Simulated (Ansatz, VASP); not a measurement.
**ScAl3N4 in VASP and in Ansatz**

```
Sc Al N
1.0
    -3.18348    0.00000    0.00000
     0.00000    5.56134   -0.00473
     1.59174   -2.77638   -4.99028
Sc Al N
1 3 4
Direct
  0.00628 0.33708 0.01256
  0.49975 0.83619 0.99951
  0.75389 0.41684 0.50779
  0.24644 0.91721 0.49289
  0.80055 0.13097 0.60110
  0.30506 0.64183 0.61011
  0.56722 0.21269 0.13444
  0.05680 0.74319 0.11361
```

Alike in both runs: functional LDA; k mesh 6 × 6 × 6; occupations gaussian, width 0.1 eV; no spin polarisation.

Ansatz relaxed the structure, and its values are those at the end. VASP's run is a single point on that final structure, the one shown.

|  | VASP | Ansatz |
| --- | --- | --- |
| version | VASP 6.6.1 | Ansatz 0.2.0 |
| potentials or method | VASP PAW LDA potentials, release 64 (Sc_sv, Al, N), cutoff 520 eV | scalar-relativistic, plane waves, PAW |
| valence electrons in the cell | 40 | 40 |

|  | VASP | Ansatz | Ansatz less VASP |
| --- | --- | --- | --- |
| gap on the k mesh at the Fermi level (eV) | 3.84 | 3.83 | -0.010 |
| least direct gap on the mesh (eV) | 3.96 | 3.98 | +0.012 |
| pressure (GPa) | 0.7 | -0.1 | -0.82 |
| rms of the force components (eV/Å) | 0.023 | 0.008 | -0.0153 |

Ansatz warns that its potentials were made for another functional, while VASP's fit it. LDA's correlation is that of Perdew and Zunger in VASP and of Perdew and Wang (1992) in Ansatz.
